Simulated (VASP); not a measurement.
# Ti (P6_3/mmc) in VASP: single point with PBEsol

Aim: the single point of Ti with PBEsol.

Everything below comes from runs of VASP 6.6.1. Logs are shortened: lines on timing, memory, paths and dates and some standing lists are left out, and cuts for length are marked.

## (1) The cell of the first run

It takes space group P6_3/mmc (No. 194, hexagonal). The conventional cell has a = 2.901 Å, b = 2.901 Å, c = 4.594 Å, α = 90.00°, β = 90.00°, γ = 120.00°. Ti (site symmetry -6m2) has 12 Ti at 2.84 to 2.90 Å within 3.7 Å.

## (2) Single point, PBEsol

Input file INCAR:

```
PREC     = Accurate       # precision mode
ENCUT    = 520            # plane-wave cutoff, eV
EDIFF    = 1E-7           # SCF threshold, eV
ISMEAR   = -1             # smearing method
SIGMA    = 0.1            # smearing width, eV
LREAL    = False          # projectors in reciprocal space
LASPH    = True           # aspherical terms in the spheres
NELM     = 100            # most SCF steps
ALGO     = Normal         # electronic algorithm
ISIF     = 2              # what is computed and relaxed
LWAVE    = False          # write WAVECAR
LCHARG   = False          # write CHGCAR
GGA      = PS             # functional
NBANDS   = 19             # bands
```

Input file KPOINTS:

```
Automatic mesh
0
Gamma
  18 18 10
```

Input file POSCAR:

```
Ti
1.0
    2.9011352938      0.0000000000      0.0000000000
   -1.4505676469      2.5124568643      0.0000000000
    0.0000000000      0.0000000000      4.5941931379
Ti
2
Direct
    0.3333333333      0.6666666667      0.2500000000
    0.6666666667      0.3333333333      0.7500000000
```

Potentials or basis: VASP PAW PBE potentials, release 64 (Ti_sv).

Started as:

```bash
> cat potpaw_PBE.64/Ti_sv/POTCAR > POTCAR
> mpirun -np 1 vasp_std > vasp.out
```

OUTCAR:

```text
PREC = Accurate
   ENCUT = 520
   EDIFF = 1E-7
   ISMEAR = -1
   LREAL = False
   LASPH = True
   NELM = 100
   ISIF = 2
   GGA = PS

 ion  position               nearest neighbor table
   1  0.333  0.667  0.250-   2 2.84   2 2.84   2 2.84   2 2.84   2 2.84   2 2.84
   2  0.667  0.333  0.750-   1 2.84   1 2.84   1 2.84   1 2.84   1 2.84   1 2.84

  LATTYP: Found a hexagonal cell.
 ALAT       =     2.9011352938
 C/A-ratio  =     1.5835845876

  Lattice vectors:

 A1 = (   2.9011352938,   0.0000000000,   0.0000000000)
 A2 = (  -1.4505676469,   2.5124568643,   0.0000000000)
 A3 = (   0.0000000000,   0.0000000000,   4.5941931379)

Analysis of symmetry for initial positions (statically):
=====================================================================
 Subroutine PRICEL returns:
 Original cell was already a primitive cell.

 Routine SETGRP: Setting up the symmetry group for a
 hexagonal supercell.

 Subroutine GETGRP returns: Found 24 space group operations
 (whereof 12 operations were pure point group operations)
 out of a pool of 24 trial point group operations.

The static configuration has the point symmetry D_3d.
 The point group associated with its full space group is D_6h.

Analysis of symmetry for dynamics (positions and initial velocities):
=====================================================================
 Subroutine PRICEL returns:
 Original cell was already a primitive cell.

 Routine SETGRP: Setting up the symmetry group for a
 hexagonal supercell.

 Subroutine GETGRP returns: Found 24 space group operations
 (whereof 12 operations were pure point group operations)
 out of a pool of 24 trial point group operations.

The dynamic configuration has the point symmetry D_3d.
 The point group associated with its full space group is D_6h.

 Subroutine INISYM returns: Found 24 space group operations
 (whereof 12 operations are pure point group operations),
 and found     1 'primitive' translations

----------------------------------------------------------------------------------------

                                     Primitive cell

  volume of cell :      33.4870

  direct lattice vectors                    reciprocal lattice vectors
     2.901135294  0.000000000  0.000000000     0.344692646  0.199008392  0.000000000
    -1.450567647  2.512456864  0.000000000     0.000000000  0.398016784  0.000000000
     0.000000000  0.000000000  4.594193138     0.000000000  0.000000000  0.217666078

  length of vectors
     2.901135294  2.901135294  4.594193138     0.398016784  0.398016784  0.217666078

[... 79 lines left out ...]
   NELM   =    100;   NELMIN=  2; NELMDL= -5     # of ELM steps
   EDIFF  = 0.1E-06   stopping-criterion for ELM
   LREAL  =      F    real-space projection
   EDIFFG = 0.1E-05   stopping-criterion for IOM
   NSW    =      0    number of steps for IOM
   IBRION =     -1    ionic relax: 0-MD 1-quasi-New 2-CG
   NFREE  =      0    steps in history (QN), initial steepest desc. (CG)
   ISIF   =      2    stress and relaxation
   ISYM   =      2    0-nonsym 1-usesym 2-fastsym
   POTIM  = 0.5000    time-step for ionic-motion
   TEBEG  =    0.0;   TEEND  =   0.0 temperature during run
   PSTRESS=    0.0 pullay stress
   NELECT =      24.0000    total number of electrons
   NUPDOWN=      -1.0000    fix difference up-down
   EMIN   =  10.00;   EMAX   =-10.00  energy-range for DOS
   EFERMI =   0.00;   METHOD = LEGACY
   ISMEAR =    -1;   SIGMA  =   0.10  broadening in eV -4-tet -1-fermi 0-gaus
   EFERMI_NEDOS =   21; number of points for ismear=-14 and -15
   IALGO  =     38    algorithm
   IMIX   =      4    mixing-type and parameters
     AMIX     =   0.40;   BMIX     =  1.00
     AMIX_MAG =   1.60;   BMIX_MAG =  1.00
  volume/ion in A,a.u.               =      16.74       112.99
  Fermi-wavevector in a.u.,A,eV,Ry     =   1.465053  2.768548 29.203271  2.146380
  Thomas-Fermi vector in A             =   2.580956
   LORBIT       =      0    0 simple, 1 ext, 2 COOP (PROOUT), +10 PAW based schemes
   GGA     = PS    functional components
   LHFCALC =     F    Hartree Fock is set to
   AEXX    =    0.0000 exact exchange contribution
   IVDW    =     0    specifies the selected vdW correction
   LEPSILON=     F    determine dielectric tensor
   LRPA    =     F    only Hartree local field effects (RPA)
 non-spin polarized calculation
  energy-cutoff  :      520.00
  volume of cell :       33.49
 maximum number of plane-waves:       929
 NGX is ok and might be reduce to    24
   NGX = 11   NGY = 11   NGZ = 17

 number of electron      23.9999999 magnetization

 Free energy of the ion-electron system (eV)
  ---------------------------------------------------
  ext. energy  EPLUGINS =         0.00000000
  ---------------------------------------------------
  free energy    TOTEN  =       -16.71394763 eV

  energy without entropy =      -16.63948276  energy(sigma->0) =      -16.67671520

 E-fermi :   8.5782     XC(G=0): -11.8111

 val. band max:        8.5780580716   @ k =   0.2222   0.2222   0.5000
 cond. band min:       8.5801649003   @ k =   0.3333   0.2222   0.3000
 fundamental gap:      0.0021068287
 Fermi energy:         8.5781723122

 k-point     1 :       0.0000    0.0000    0.0000
  band No.  band energies     occupation
      1     -47.9604      2.00000
      2     -47.7984      2.00000
      3     -24.6922      2.00000
      4     -23.9712      2.00000
      5     -23.9712      2.00000
      6     -23.8826      2.00000
[... 505 lines left out ...]
      6     -24.1608      2.00000
[... 11 lines left out ...]
     18      12.2643      0.00000
     19      13.0506      0.00000

 [... further k-points ...]

------------------------ aborting loop because EDIFF is reached ----------------------------------------

  FORCE on cell =-STRESS in cart. coord.  units (eV):
  Direction    XX          YY          ZZ          XY          YZ          ZX
  --------------------------------------------------------------------------------------
  -------------------------------------------------------------------------------------
  Total       -0.0566558     -0.0566558     -0.0626496      0.0000000     -0.0000000      0.0000000
  in kB       -2.7106872     -2.7106872     -2.9974557      0.0000000     -0.0000000      0.0000000
  external PRESSURE =      -2.8062767 kB  Pullay stress =       0.0000000 kB

 VOLUME and BASIS-vectors are now :
 -----------------------------------------------------------------------------
  energy-cutoff  :      520.00
  volume of cell :       33.49
      direct lattice vectors                 reciprocal lattice vectors
     2.901135294  0.000000000  0.000000000     0.344692646  0.199008392  0.000000000
    -1.450567647  2.512456864  0.000000000     0.000000000  0.398016784  0.000000000
     0.000000000  0.000000000  4.594193138     0.000000000  0.000000000  0.217666078

 POSITION                                       TOTAL-FORCE (eV/Angst)
 -----------------------------------------------------------------------------------
     -0.00000      1.67497      1.14855        -0.000000      0.000000      0.000000
      1.45057      0.83749      3.44564         0.000000      0.000000      0.000000
 -----------------------------------------------------------------------------------
    total drift:                               -0.000000      0.000000     -0.000000

  FREE ENERGIE OF THE ION-ELECTRON SYSTEM (eV)
  ---------------------------------------------------
  free  energy   TOTEN  =       -16.7139476335 eV

  energy  without entropy=      -16.6394827613  energy(sigma->0) =      -16.67671520
```

Wall time 97 s (1 thread of Intel Xeon Platinum 8259CL at 2.50GHz (Skylake/Cascade Lake), shared host); peak memory 0.24 GiB.

What came out:

```yaml
Free_energy: -16.7139 eV
Pressure: -0.3 GPa
Band_gap_on_the_k_mesh: zero (band 12 reaches 9.39 eV, above the bottom of band 13 at 8.28 eV)
```

Levels at points of the mesh, in eV from the Fermi level:
| k point | band 8 | band 9 | band 10 | band 11 | band 12 | band 13 | band 14 | band 15 | band 16 | band 17 |
| --- | --- | --- | --- | --- | --- | --- | --- | --- | --- | --- |
| (0.00, 0.00, 0.00) | -32.44 | -6.28 | -2.76 | 0.81 | 0.81 | 0.91 | 0.95 | 1.34 | 1.34 | 1.71 |
| (0.50, 0.00, 0.00) | -32.52 | -2.38 | -2.25 | -1.92 | -0.56 | 0.50 | 0.68 | 1.26 | 3.54 | 3.78 |
| (0.00, 0.00, 0.50) | -32.49 | -4.36 | -4.36 | 0.12 | 0.12 | 0.72 | 0.72 | 0.72 | 0.72 | 2.96 |
| (0.50, 0.00, 0.50) | -32.61 | -2.63 | -2.63 | -0.83 | -0.83 | 1.46 | 1.46 | 1.82 | 1.82 | 3.68 |

Caveat: the PAW data sets were made with another functional, which shifts forces and pressure a little.
